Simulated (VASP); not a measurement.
# LiF in VASP: single point with PBEsol

Aim: the single point of LiF with PBEsol.

Program: VASP 6.6.1. These are calculated values, not measurements. Logs are shortened: lines on timing, memory, paths and dates and some standing lists are left out, and cuts for length are marked.

### 1 The cell of the first run

The typed cell holds 6 atoms: a = 3.049 Å, b = 3.049 Å, c = 7.466 Å, α = 90.00°, β = 90.00°, γ = 120.00°.

### 2 Single point, PBEsol

Contents of INCAR:

```
SYSTEM = LiF
PREC = Accurate
ENCUT = 520
EDIFF = 1E-7
ISMEAR = 0
SIGMA = 0.02
LREAL = .False.
LASPH = .True.
NELM = 100
ALGO = Normal
ISIF = 2
LWAVE = .False.
LCHARG = .True.
GGA = PS
LELF = .True.
LVHAR = .True.
NBANDS = 24
```

Contents of KPOINTS:

```
regular mesh
0
Gamma
  9 9 4
  0 0 0
```

Contents of POSCAR:

```
LiF
1.0
    3.0485858020      0.0000000000      0.0000000000
   -1.5242929010      2.6401527501      0.0000000000
    0.0000000000      0.0000000000      7.4660140382
Li F
3 3
Direct
    0.0000000000      0.0000000000     -0.0000128038
    0.3333333333      0.6666666667      0.3333205295
    0.6666666667      0.3333333333      0.6666538629
    0.0000000000      0.0000000000      0.2500128038
    0.3333333333      0.6666666667      0.5833461371
    0.6666666667      0.3333333333      0.9166794705
```

Potentials or basis: VASP PAW PBE potentials, release 64 (Li_sv, F).

Run with:

```bash
cat potpaw_PBE.64/Li_sv/POTCAR potpaw_PBE.64/F/POTCAR > POTCAR
mpirun -np 1 vasp_std > vasp.out
```

OUTCAR:

```text
SYSTEM = LiF
   PREC = Accurate
   ENCUT = 520
   EDIFF = 1E-7
   ISMEAR = 0
   LREAL = .False.
   LASPH = .True.
   NELM = 100
   ISIF = 2
   GGA = PS

 ion  position               nearest neighbor table
   1  0.000  0.000  1.000-   4 1.87   6 1.87   6 1.87   6 1.87
   2  0.333  0.667  0.333-   5 1.87   4 1.87   4 1.87   4 1.87
   3  0.667  0.333  0.667-   6 1.87   5 1.87   5 1.87   5 1.87
   4  0.000  0.000  0.250-   1 1.87   2 1.87   2 1.87   2 1.87
   5  0.333  0.667  0.583-   2 1.87   3 1.87   3 1.87   3 1.87
   6  0.667  0.333  0.917-   3 1.87   1 1.87   1 1.87   1 1.87

  LATTYP: Found a hexagonal cell.
 ALAT       =     3.0485858020
 C/A-ratio  =     2.4490089908

  Lattice vectors:

 A1 = (   3.0485858020,   0.0000000000,   0.0000000000)
 A2 = (  -1.5242929010,   2.6401527501,   0.0000000000)
 A3 = (   0.0000000000,   0.0000000000,   7.4660140382)

Analysis of symmetry for initial positions (statically):
=====================================================================
 Subroutine PRICEL returns following result:

  LATTYP: Found a trigonal (rhomboedric) cell.
 ALAT       =     3.0481869258
 COS(alpha) =     0.4998691345

  Lattice vectors:

 A1 = (   1.5242929007,   0.8800509169,  -2.4886713466)
 A2 = (   0.0000000002,  -1.7601018335,  -2.4886713458)
 A3 = (  -1.5242929008,   0.8800509166,  -2.4886713458)

   3 primitive cells build up your supercell.

 Routine SETGRP: Setting up the symmetry group for a
 hexagonal supercell.

 Subroutine GETGRP returns: Found  6 space group operations
 (whereof  6 operations were pure point group operations)
 out of a pool of 24 trial point group operations.

The static configuration has the point symmetry C_3v.

Analysis of symmetry for dynamics (positions and initial velocities):
=====================================================================
 Subroutine PRICEL returns following result:

  LATTYP: Found a trigonal (rhomboedric) cell.
 ALAT       =     3.0481869258
 COS(alpha) =     0.4998691345

  Lattice vectors:

 A1 = (   1.5242929007,   0.8800509169,  -2.4886713466)
 A2 = (   0.0000000002,  -1.7601018335,  -2.4886713458)
 A3 = (  -1.5242929008,   0.8800509166,  -2.4886713458)

   3 primitive cells build up your supercell.

 Routine SETGRP: Setting up the symmetry group for a
 hexagonal supercell.

 Subroutine GETGRP returns: Found  6 space group operations
 (whereof  6 operations were pure point group operations)
 out of a pool of 24 trial point group operations.

The dynamic configuration has the point symmetry C_3v.

 Subroutine INISYM returns: Found  6 space group operations
 (whereof  6 operations are pure point group operations),
 and found     3 'primitive' translations

----------------------------------------------------------------------------------------

                                     Primitive cell

  volume of cell :      20.0306

  direct lattice vectors                    reciprocal lattice vectors
     1.524292901  0.880050917 -2.488671347     0.328020946  0.189382982 -0.133940279
     0.000000000 -1.760101833 -2.488671346    -0.000000000 -0.378765963 -0.133940279
    -1.524292901  0.880050917 -2.488671346    -0.328020947  0.189382982 -0.133940279

  length of vectors
     3.048186926  3.048186925  3.048186925     0.401750735  0.401750735  0.401750735

  position of ions in fractional coordinates (direct lattice)
     0.000012804  0.000012804  0.000012804
     0.749987196  0.749987196  0.749987196

  ion indices of the primitive-cell ions
   primitive index   ion index
                 1           1
                 2           4

----------------------------------------------------------------------------------------

 KPOINTS: regular mesh

Automatic generation of k-mesh.
 Grid dimensions read from file:
 generate k-points for:    9    9    4

 Generating k-lattice:

  Cartesian coordinates                     Fractional coordinates (reciprocal lattice)
     0.036446772  0.021042554  0.000000000     0.111111111  0.000000000  0.000000000
     0.000000000  0.042085107  0.000000000     0.000000000  0.111111111  0.000000000
     0.000000000  0.000000000  0.033485070     0.000000000  0.000000000  0.250000000

  Length of vectors
     0.042085107  0.042085107  0.033485070

  Shift w.r.t. Gamma in fractional coordinates (k-lattice)
     0.000000000  0.000000000  0.000000000

 Subroutine IBZKPT returns following result:
 ===========================================

 Found     43 irreducible k-points:

 Following reciprocal coordinates:
            Coordinates               Weight
  0.000000  0.000000  0.000000      1.000000
  0.111111  0.000000  0.000000      6.000000
  0.222222 -0.000000  0.000000      6.000000
  0.333333 -0.000000  0.000000      6.000000
  0.444444 -0.000000  0.000000      6.000000
  0.111111  0.111111  0.000000      6.000000
[... 16 lines left out ...]
  0.222222  0.111111  0.250000     12.000000
 -0.111111  0.333333  0.250000     12.000000
 [... further k-points ...]
   k-points           NKPTS =     43   k-points in BZ     NKDIM =     43   number of bands    NBANDS=     24
   number of dos      NEDOS =    301   number of ions     NIONS =      6
   total plane-waves  NPLWV =  32256
   dimension x,y,z NGX =    24 NGY =   24 NGZ =   56
   dimension x,y,z NGXF=    48 NGYF=   48 NGZF=  112
   ions per type =               3   3
   NGX,Y,Z   is equivalent  to a cutoff of  13.09, 13.09, 12.47 a.u.
   NGXF,Y,Z  is equivalent  to a cutoff of  26.18, 26.18, 24.94 a.u.
 SYSTEM =  LiF
   PREC   = accura    normal or accurate (medium, high low for compatibility)
   ISTART =      0    job   : 0-new  1-cont  2-samecut
   ICHARG =      2    charge: 1-file 2-atom 10-const
   ISPIN  =      1    spin polarized calculation?
   LNONCOLLINEAR =      F non collinear calculations
   LSORBIT =      F    spin-orbit coupling
   LASPH  =      T    aspherical Exc in radial PAW
   ENCUT  =  520.0 eV  38.22 Ry    6.18 a.u.   5.67  5.67 13.88*2*pi/ulx,y,z
   NELM   =    100;   NELMIN=  2; NELMDL= -5     # of ELM steps
   EDIFF  = 0.1E-06   stopping-criterion for ELM
   LREAL  =      F    real-space projection
   EDIFFG = 0.1E-05   stopping-criterion for IOM
   NSW    =      0    number of steps for IOM
   IBRION =     -1    ionic relax: 0-MD 1-quasi-New 2-CG
   NFREE  =      0    steps in history (QN), initial steepest desc. (CG)
   ISIF   =      2    stress and relaxation
   ISYM   =      2    0-nonsym 1-usesym 2-fastsym
   POTIM  = 0.5000    time-step for ionic-motion
   TEBEG  =    0.0;   TEEND  =   0.0 temperature during run
   PSTRESS=    0.0 pullay stress
   NELECT =      30.0000    total number of electrons
   NUPDOWN=      -1.0000    fix difference up-down
   EMIN   =  10.00;   EMAX   =-10.00  energy-range for DOS
   EFERMI =   0.00;   METHOD = LEGACY
   ISMEAR =     0;   SIGMA  =   0.02  broadening in eV -4-tet -1-fermi 0-gaus
   EFERMI_NEDOS =   21; number of points for ismear=-14 and -15
   IALGO  =     38    algorithm
   IMIX   =      4    mixing-type and parameters
     AMIX     =   0.40;   BMIX     =  1.00
     AMIX_MAG =   1.60;   BMIX_MAG =  1.00
  volume/ion in A,a.u.               =      10.02        67.59
  Fermi-wavevector in a.u.,A,eV,Ry     =   1.298703  2.454193 22.947985  1.686629
  Thomas-Fermi vector in A             =   2.430014
   LORBIT       =      0    0 simple, 1 ext, 2 COOP (PROOUT), +10 PAW based schemes
   GGA     = PS    functional components
   LHFCALC =     F    Hartree Fock is set to
   AEXX    =    0.0000 exact exchange contribution
   IVDW    =     0    specifies the selected vdW correction
   LEPSILON=     F    determine dielectric tensor
   LRPA    =     F    only Hartree local field effects (RPA)
 non-spin polarized calculation
 Gauss-broadening in eV      SIGMA  =   0.02
  energy-cutoff  :      520.00
  volume of cell :       60.09
 maximum number of plane-waves:      1638
 NGX is ok and might be reduce to    24
   NGX = 11   NGY = 11   NGZ = 27

 number of electron      29.9999991 magnetization

 Free energy of the ion-electron system (eV)
  ---------------------------------------------------
  ext. energy  EPLUGINS =         0.00000000
  ---------------------------------------------------
  free energy    TOTEN  =       -29.34074852 eV

  energy without entropy =      -29.34074852  energy(sigma->0) =      -29.34074852

 E-fermi :  -2.5767     XC(G=0):  -8.9954

 val. band max:       -2.6741686525   @ k =   0.0000   0.0000   0.0000
 cond. band min:       4.9891793347   @ k =   0.0000   0.0000   0.0000
 fundamental gap:      7.6633479872
 Fermi energy:        -2.5767495709

 k-point     1 :       0.0000    0.0000    0.0000
  band No.  band energies     occupation
      1     -42.3785      2.00000
      2     -42.3491      2.00000
      3     -42.3491      2.00000
      4     -21.8688      2.00000
      5     -21.7341      2.00000
      6     -21.7341      2.00000
[... 16 lines left out ...]
     23      16.4527      0.00000
     24      16.4528      0.00000

 k-point     2 :       0.1111    0.0000    0.0000
  band No.  band energies     occupation
      1     -42.3744      2.00000
      2     -42.3468      2.00000
      3     -42.3467      2.00000
      4     -21.8506      2.00000
      5     -21.7235      2.00000
      6     -21.7232      2.00000
[... 16 lines left out ...]
     23      16.3353      0.00000
     24      16.5414      0.00000

 k-point     3 :       0.2222   -0.0000    0.0000
  band No.  band energies     occupation
      1     -42.3638      2.00000
      2     -42.3411      2.00000
      3     -42.3401      2.00000
      4     -21.8030      2.00000
      5     -21.6972      2.00000
      6     -21.6939      2.00000
[... 16 lines left out ...]
     23      16.3311      0.00000
     24      16.4672      0.00000
[... 514 lines left out ...]
 k-point    23 :       0.2222    0.1111    0.2500
  band No.  band energies     occupation
      1     -42.3531      2.00000
      2     -42.3431      2.00000
      3     -42.3311      2.00000
      4     -21.7546      2.00000
      5     -21.7073      2.00000
      6     -21.6512      2.00000
[... 16 lines left out ...]
     23      16.0630      0.00000
     24      16.1478      0.00000

 k-point    24 :      -0.1111    0.3333    0.2500
  band No.  band energies     occupation
      1     -42.3538      2.00000
      2     -42.3418      2.00000
      3     -42.3318      2.00000
      4     -21.7569      2.00000
      5     -21.7028      2.00000
      6     -21.6534      2.00000
[... 16 lines left out ...]
     23      16.1493      0.00000
     24      16.2851      0.00000

 [... further k-points ...]
[... 5 lines left out ...]
  --------------------------------------------------------------------------------------
  -------------------------------------------------------------------------------------
  Total       -0.0151155     -0.0151155     -0.0072406      0.0000000      0.0000000      0.0000000
  in kB       -0.4030102     -0.4030102     -0.1930502      0.0000000      0.0000000      0.0000000
  external PRESSURE =      -0.3330236 kB  Pullay stress =       0.0000000 kB

 VOLUME and BASIS-vectors are now :
 -----------------------------------------------------------------------------
  energy-cutoff  :      520.00
  volume of cell :       60.09
      direct lattice vectors                 reciprocal lattice vectors
     3.048585802  0.000000000  0.000000000     0.328020946  0.189382982  0.000000000
    -1.524292901  2.640152750  0.000000000     0.000000000  0.378765963  0.000000000
     0.000000000  0.000000000  7.466014038     0.000000000  0.000000000  0.133940279

 POSITION                                       TOTAL-FORCE (eV/Angst)
 -----------------------------------------------------------------------------------
      0.00000      0.00000      7.46592         0.000000      0.000000     -0.000056
     -0.00000      1.76010      2.48858         0.000000      0.000000     -0.000056
      1.52429      0.88005      4.97725         0.000000      0.000000     -0.000056
      0.00000      0.00000      1.86660        -0.000000     -0.000000      0.000056
     -0.00000      1.76010      4.35527        -0.000000      0.000000      0.000056
      1.52429      0.88005      6.84394        -0.000000      0.000000      0.000056
 -----------------------------------------------------------------------------------
    total drift:                                0.000000     -0.000002     -0.000036

  FREE ENERGIE OF THE ION-ELECTRON SYSTEM (eV)
  ---------------------------------------------------
  free  energy   TOTEN  =       -29.3407485165 eV

  energy  without entropy=      -29.3407485165  energy(sigma->0) =      -29.34074852
```

It took 21 s on 1 thread of Intel Xeon 6975P-C (Granite Rapids), shared host; peak memory 0.19 GiB.

Results:

| Property | Result |
| --- | --- |
| Free energy | -29.3407 eV |
| Band gap on the k mesh | 7.66 eV |

Caveat: the cutoff is under 1.25 times the usual one of these potentials, so pressure, stress and relaxed cells hold a basis-set (Pulay) error; the PAW data sets were made with another functional, which shifts forces and pressure a little. A k mesh can miss the band edges.
